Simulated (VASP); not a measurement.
# MgO (Fm-3m) in VASP: single point with r2SCAN

Aim: the single point of MgO with r2SCAN.

All numbers are computed with VASP 6.6.1; they aren't measurements. Logs are shortened: lines on timing, memory, paths and dates and some standing lists are left out, and cuts for length are marked.

**What was measured.**

“Electronic structure of alkaline earth and post-transition metal oxides”, 2009, arxiv:0908.1581 quotes, for a bulk crystal of MgO: band gap 7.83 eV.

How close the calculation comes is told below.

### 1 The cell of the first run

Symmetry: Fm-3m, No. 225, cubic system. Conventional cell: a = 4.208 Å, b = 4.208 Å, c = 4.208 Å, α = 90.00°, β = 90.00°, γ = 90.00°. Mg (site symmetry m-3m) has 6 O at 2.10 Å within 2.8 Å. O (site symmetry m-3m) has 6 Mg at 2.10 Å within 2.8 Å.

### 2 Single point, r2SCAN

File POSCAR:

```
MgO
1.0
    0.0000000000      2.1037650697      2.1037650697
    2.1037650697      0.0000000000      2.1037650697
    2.1037650697      2.1037650697      0.0000000000
Mg O
1 1
Direct
    0.0000000000      0.0000000000      0.0000000000
    0.5000000000      0.5000000000      0.5000000000
```

File INCAR.step1:

```
PREC = Accurate
ENCUT = 920
ISMEAR = 0
SIGMA = 0.02
LREAL = False
LASPH = True
NELM = 120
NBANDS = 15
GGA = PE
ALGO = Normal
EDIFF = 1E-5
LWAVE = True
LCHARG = False
GGA_COMPAT = False
```

File INCAR.step2:

```
PREC = Accurate
ENCUT = 920
EDIFF = 1E-6
ISMEAR = 0
SIGMA = 0.02
LREAL = False
LASPH = True
NELM = 120
ALGO = Normal
ISIF = 2
LWAVE = False
LCHARG = False
METAGGA = R2SCAN
LMIXTAU = True
NBANDS = 15
ISTART = 1
GGA_COMPAT = False
```

File KPOINTS:

```
Automatic mesh
0
Gamma
  10 10 10
```

Potentials or basis: VASP PAW PBE potentials, release 64 (Mg_sv, O).

Launch:

```
$ cat potpaw_PBE.64/Mg_sv/POTCAR potpaw_PBE.64/O/POTCAR > POTCAR
$ cp INCAR.step1 INCAR
$ mpirun -np 1 vasp_std > vasp.out
$ cp INCAR.step2 INCAR
$ mpirun -np 1 vasp_std > vasp.out
```

OUTCAR:

```text
PREC = Accurate
   ENCUT = 920
   EDIFF = 1E-6
   ISMEAR = 0
   LREAL = False
   LASPH = True
   NELM = 120
   ISIF = 2
   METAGGA = R2SCAN
   ISTART = 1

 ion  position               nearest neighbor table
   1  0.000  0.000  0.000-   2 2.10   2 2.10   2 2.10   2 2.10   2 2.10   2 2.10
   2  0.500  0.500  0.500-   1 2.10   1 2.10   1 2.10   1 2.10   1 2.10   1 2.10

  LATTYP: Found a face centered cubic cell.
 ALAT       =     4.2075301394

  Lattice vectors:

 A1 = (   0.0000000000,   2.1037650697,   2.1037650697)
 A2 = (   2.1037650697,   0.0000000000,   2.1037650697)
 A3 = (   2.1037650697,   2.1037650697,   0.0000000000)

Analysis of symmetry for initial positions (statically):
=====================================================================
 Subroutine PRICEL returns:
 Original cell was already a primitive cell.

 Routine SETGRP: Setting up the symmetry group for a
 face centered cubic supercell.

 Subroutine GETGRP returns: Found 48 space group operations
 (whereof 48 operations were pure point group operations)
 out of a pool of 48 trial point group operations.

The static configuration has the point symmetry O_h .

Analysis of symmetry for dynamics (positions and initial velocities):
=====================================================================
 Subroutine PRICEL returns:
 Original cell was already a primitive cell.

 Routine SETGRP: Setting up the symmetry group for a
 face centered cubic supercell.

 Subroutine GETGRP returns: Found 48 space group operations
 (whereof 48 operations were pure point group operations)
 out of a pool of 48 trial point group operations.

The dynamic configuration has the point symmetry O_h .

 Subroutine INISYM returns: Found 48 space group operations
 (whereof 48 operations are pure point group operations),
 and found     1 'primitive' translations

----------------------------------------------------------------------------------------

                                     Primitive cell

  volume of cell :      18.6218

  direct lattice vectors                    reciprocal lattice vectors
     0.000000000  2.103765070  2.103765070    -0.237669123  0.237669123  0.237669123
     2.103765070  0.000000000  2.103765070     0.237669123 -0.237669123  0.237669123
     2.103765070  2.103765070  0.000000000     0.237669123  0.237669123 -0.237669123

  length of vectors
     2.975173094  2.975173094  2.975173094     0.411654997  0.411654997  0.411654997

  position of ions in fractional coordinates (direct lattice)
     0.000000000  0.000000000  0.000000000
     0.500000000  0.500000000  0.500000000

  ion indices of the primitive-cell ions
   primitive index   ion index
                 1           1
                 2           2

----------------------------------------------------------------------------------------

 KPOINTS: Automatic mesh

Automatic generation of k-mesh.
 Grid dimensions read from file:
 generate k-points for:   10   10   10

 Generating k-lattice:

  Cartesian coordinates                     Fractional coordinates (reciprocal lattice)
    -0.023766912  0.023766912  0.023766912     0.100000000  0.000000000  0.000000000
     0.023766912 -0.023766912  0.023766912     0.000000000  0.100000000  0.000000000
     0.023766912  0.023766912 -0.023766912     0.000000000  0.000000000  0.100000000

  Length of vectors
     0.041165500  0.041165500  0.041165500

  Shift w.r.t. Gamma in fractional coordinates (k-lattice)
     0.000000000  0.000000000  0.000000000

 Subroutine IBZKPT returns following result:
 ===========================================

 Found     47 irreducible k-points:

 Following reciprocal coordinates:
            Coordinates               Weight
  0.000000  0.000000  0.000000      1.000000
  0.100000  0.000000  0.000000      8.000000
  0.200000  0.000000  0.000000      8.000000
  0.300000  0.000000  0.000000      8.000000
  0.400000  0.000000  0.000000      8.000000
  0.500000  0.000000  0.000000      4.000000
[... 16 lines left out ...]
  0.300000  0.300000  0.000000      6.000000
  0.400000  0.300000  0.000000     24.000000
 [... further k-points ...]
   k-points           NKPTS =     47   k-points in BZ     NKDIM =     47   number of bands    NBANDS=     15
   number of dos      NEDOS =    301   number of ions     NIONS =      2
   total plane-waves  NPLWV =  27000
   dimension x,y,z NGX =    30 NGY =   30 NGZ =   30
   dimension x,y,z NGXF=    60 NGYF=   60 NGZF=   60
   ions per type =               1   1
   NGX,Y,Z   is equivalent  to a cutoff of  16.76, 16.76, 16.76 a.u.
   NGXF,Y,Z  is equivalent  to a cutoff of  33.53, 33.53, 33.53 a.u.
 SYSTEM =  unknown system
   PREC   = accura    normal or accurate (medium, high low for compatibility)
   ISTART =      1    job   : 0-new  1-cont  2-samecut
   ICHARG =      0    charge: 1-file 2-atom 10-const
   ISPIN  =      1    spin polarized calculation?
   LNONCOLLINEAR =      F non collinear calculations
   LSORBIT =      F    spin-orbit coupling
   LASPH  =      T    aspherical Exc in radial PAW
   ENCUT  =  920.0 eV  67.62 Ry    8.22 a.u.   7.36  7.36  7.36*2*pi/ulx,y,z
   NELM   =    120;   NELMIN=  2; NELMDL=  0     # of ELM steps
   EDIFF  = 0.1E-05   stopping-criterion for ELM
   LREAL  =      F    real-space projection
   EDIFFG = 0.1E-04   stopping-criterion for IOM
   NSW    =      0    number of steps for IOM
   IBRION =     -1    ionic relax: 0-MD 1-quasi-New 2-CG
   NFREE  =      0    steps in history (QN), initial steepest desc. (CG)
   ISIF   =      2    stress and relaxation
   ISYM   =      2    0-nonsym 1-usesym 2-fastsym
   POTIM  = 0.5000    time-step for ionic-motion
   TEBEG  =    0.0;   TEEND  =   0.0 temperature during run
   PSTRESS=    0.0 pullay stress
   NELECT =      16.0000    total number of electrons
   NUPDOWN=      -1.0000    fix difference up-down
   EMIN   =  10.00;   EMAX   =-10.00  energy-range for DOS
   EFERMI =   0.00;   METHOD = LEGACY
   ISMEAR =     0;   SIGMA  =   0.02  broadening in eV -4-tet -1-fermi 0-gaus
   EFERMI_NEDOS =   21; number of points for ismear=-14 and -15
   IALGO  =     38    algorithm
   IMIX   =      4    mixing-type and parameters
     AMIX     =   0.40;   BMIX     =  1.00
     AMIX_MAG =   1.60;   BMIX_MAG =  1.00
  volume/ion in A,a.u.               =       9.31        62.83
  Fermi-wavevector in a.u.,A,eV,Ry     =   1.556351  2.941077 32.956424  2.422229
  Thomas-Fermi vector in A             =   2.660160
   LORBIT       =      0    0 simple, 1 ext, 2 COOP (PROOUT), +10 PAW based schemes
   METAGGA = R2SCAN    functional components
   LHFCALC =     F    Hartree Fock is set to
   AEXX    =    0.0000 exact exchange contribution
   IVDW    =     0    specifies the selected vdW correction
   LEPSILON=     F    determine dielectric tensor
   LRPA    =     F    only Hartree local field effects (RPA)
 non-spin polarized calculation
 Gauss-broadening in eV      SIGMA  =   0.02
  energy-cutoff  :      920.00
  volume of cell :       18.62
 maximum number of plane-waves:      1243
 NGX is ok and might be reduce to    30
   NGX = 15   NGY = 15   NGZ = 15

 number of electron      15.9999998 magnetization

 Free energy of the ion-electron system (eV)
  ---------------------------------------------------
  ext. energy  EPLUGINS =         0.00000000
  ---------------------------------------------------
  free energy    TOTEN  =       -16.15481824 eV

  energy without entropy =      -16.15481824  energy(sigma->0) =      -16.15481824

 E-fermi :   2.7848     XC(G=0): -12.0591

 val. band max:        2.5281731891   @ k =   0.0000   0.0000   0.0000
 cond. band min:       8.2062924480   @ k =   0.0000   0.0000   0.0000
 fundamental gap:      5.6781192588
 Fermi energy:         2.7848074196

 k-point     1 :       0.0000    0.0000    0.0000
  band No.  band energies     occupation
      1     -72.4313      2.00000
      2     -37.5173      2.00000
      3     -37.5173      2.00000
      4     -37.5173      2.00000
      5     -15.6755      2.00000
      6       2.5282      2.00000
      7       2.5282      2.00000
      8       2.5282      2.00000
      9       8.2063      0.00000
     10      19.4094      0.00000
     11      19.4094      0.00000
     12      19.4094      0.00000
     13      23.5246      0.00000
     14      25.3605      0.00000
     15      25.3605      0.00000

 k-point     2 :       0.1000    0.0000    0.0000
  band No.  band energies     occupation
      1     -72.4303      2.00000
      2     -37.5257      2.00000
      3     -37.5181      2.00000
      4     -37.5181      2.00000
      5     -15.5681      2.00000
      6       1.9020      2.00000
      7       2.4583      2.00000
      8       2.4583      2.00000
      9       8.8189      0.00000
     10      18.1605      0.00000
     11      19.6647      0.00000
     12      19.6647      0.00000
     13      24.6736      0.00000
     14      24.6736      0.00000
     15      25.2416      0.00000

 k-point     3 :       0.2000    0.0000    0.0000
  band No.  band energies     occupation
      1     -72.4281      2.00000
      2     -37.5474      2.00000
      3     -37.5202      2.00000
      4     -37.5202      2.00000
      5     -15.2743      2.00000
      6       0.5874      2.00000
      7       2.2809      2.00000
      8       2.2809      2.00000
      9      10.0301      0.00000
     10      16.6501      0.00000
     11      20.1957      0.00000
     12      20.1957      0.00000
     13      23.9850      0.00000
     14      23.9850      0.00000
     15      26.4284      0.00000
[... 343 lines left out ...]
 k-point    23 :       0.3000    0.3000    0.0000
  band No.  band energies     occupation
      1     -72.4238      2.00000
      2     -37.5665      2.00000
      3     -37.5358      2.00000
      4     -37.5358      2.00000
      5     -14.6972      2.00000
      6      -0.6128      2.00000
      7       1.5770      2.00000
      8       1.5770      2.00000
      9      12.4434      0.00000
     10      13.9251      0.00000
     11      18.2687      0.00000
     12      21.8302      0.00000
     13      21.8302      0.00000
     14      28.1141      0.00000
     15      31.6556      0.00000

 k-point    24 :       0.4000    0.3000    0.0000
  band No.  band energies     occupation
      1     -72.4222      2.00000
      2     -37.5769      2.00000
      3     -37.5411      2.00000
      4     -37.5387      2.00000
      5     -14.4602      2.00000
      6      -1.0430      2.00000
      7       1.2126      2.00000
      8       1.4259      2.00000
      9      13.1835      0.00000
     10      13.7034      0.00000
     11      17.4119      0.00000
     12      22.1220      0.00000
     13      22.3402      0.00000
     14      28.9173      0.00000
     15      31.1556      0.00000

 [... further k-points ...]

------------------------ aborting loop because EDIFF is reached ----------------------------------------

  FORCE on cell =-STRESS in cart. coord.  units (eV):
  Direction    XX          YY          ZZ          XY          YZ          ZX
  --------------------------------------------------------------------------------------
  -------------------------------------------------------------------------------------
  Total        0.0139403      0.0139403      0.0139403     -0.0000000     -0.0000000      0.0000000
  in kB        1.1993894      1.1993894      1.1993894     -0.0000000     -0.0000000      0.0000000
  external PRESSURE =       1.1993894 kB  Pullay stress =       0.0000000 kB

 VOLUME and BASIS-vectors are now :
 -----------------------------------------------------------------------------
  energy-cutoff  :      920.00
  volume of cell :       18.62
      direct lattice vectors                 reciprocal lattice vectors
     0.000000000  2.103765070  2.103765070    -0.237669123  0.237669123  0.237669123
     2.103765070  0.000000000  2.103765070     0.237669123 -0.237669123  0.237669123
     2.103765070  2.103765070  0.000000000     0.237669123  0.237669123 -0.237669123

 POSITION                                       TOTAL-FORCE (eV/Angst)
 -----------------------------------------------------------------------------------
      0.00000      0.00000      0.00000         0.000000      0.000000      0.000000
      2.10377      2.10377      2.10377        -0.000000     -0.000000     -0.000000
 -----------------------------------------------------------------------------------
    total drift:                                0.000000      0.000000      0.000000

  FREE ENERGIE OF THE ION-ELECTRON SYSTEM (eV)
  ---------------------------------------------------
  free  energy   TOTEN  =       -16.1548182381 eV

  energy  without entropy=      -16.1548182381  energy(sigma->0) =      -16.15481824
```

Wall time 74 s (1 thread of AMD EPYC 9R45 (Zen 5), shared host); peak memory 0.15 GiB.

Results:

```yaml
Free_energy: -16.1548 eV
Pressure: 0.1 GPa
Band_gap_on_the_k_mesh: 5.68 eV
```

Caveat: the PAW data sets were made with another functional, which shifts forces and pressure a little.

### 3 How close it comes

Step 2. A measured gap of MgO is 7.83 eV (quoted in “Electronic structure of alkaline earth and post-transition metal oxides”, 2009, arxiv:0908.1581); the calculated 5.68 eV misses it by -2.15 eV. The value is that of r2SCAN, without temperature or zero-point motion.
